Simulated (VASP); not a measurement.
# SbW2: single point with PBE

The system is SbW2.

```xyz
6
Lattice="2.8984 0.0000 0.0000 0.0000 8.0778 0.0000 0.0000 0.0000 4.5849" Properties=species:S:1:pos:R:3 pbc="T T T"
Sb    1.4492    4.0389    2.2924
Sb    0.0000    0.0000    0.0000
W     1.0693    6.7733    2.2924
W     2.5185    5.3434    0.0000
W     1.8291    1.3045    2.2924
W     0.3799    2.7344    0.0000
```

```yaml
Program: VASP 6.6.1
Task: single point
Functional: PBE
Potentials_or_basis: VASP PAW PBE potentials, release 64 (Sb, W_sv)
Cutoff: 520 eV
k_mesh: 4 × 4 × 4
Occupations: gaussian, width 0.1 eV
Spin: no spin polarisation
Dipole_correction: no
Further_INCAR_settings: ALGO = Fast; EDIFF = 1e-06; NBANDS = 42
```

```yaml
Pressure: 0.4 GPa
Largest_force: 0.033 eV/Å
Band_gap_on_the_k_mesh: zero (bands 33 and 34 overlap by 1.78 eV)
```

Forces on the atoms (eV/Å):
```
Sb   0.000  0.000  0.000
Sb   0.000  0.000  0.000
W    0.006  0.032  0.000
W    0.006 -0.032  0.000
W   -0.006 -0.032  0.000
W   -0.006  0.032  0.000
```

Stress tensor (GPa, compression positive):
```
0.25 0.00 0.00
0.00 0.50 0.00
0.00 0.00 0.38
```

Levels at points of the mesh, in eV from the Fermi level:
```csv
k point,band 31,band 32,band 33,band 34,band 35,band 36,band 37,band 38
"(0.00, 0.00, 0.00)",0.06,0.31,0.35,1.06,1.33,1.37,1.42,1.75
"(0.50, 0.00, 0.00)",-0.91,-0.91,-0.16,-0.16,1.78,1.78,2.01,2.01
"(0.00, 0.50, 0.00)",0.46,0.46,0.93,0.93,1.45,1.45,2.08,2.08
"(0.50, 0.50, 0.00)",-0.78,-0.78,-0.21,-0.21,1.10,1.10,2.00,2.00
"(0.00, 0.00, 0.50)",-0.96,-0.96,0.37,0.37,0.52,0.52,1.84,1.84
"(0.50, 0.00, 0.50)",-1.42,-1.42,-0.66,-0.66,0.94,0.94,1.99,1.99
"(0.00, 0.50, 0.50)",0.01,0.01,0.13,0.13,0.84,0.84,1.70,1.70
"(0.50, 0.50, 0.50)",-1.18,-1.18,-0.85,-0.85,0.86,0.86,1.63,1.63
```

It took 4.9 min on 1 thread of Oxide Virtual Turin-like Processor, with other jobs on the host, peak memory 0.24 GiB.

Caveat: the k points lie up to 0.54 Å⁻¹ apart, too coarse for converged energies and pressures of a metal; spin-orbit coupling is left out, which moves the levels of the heavy elements.
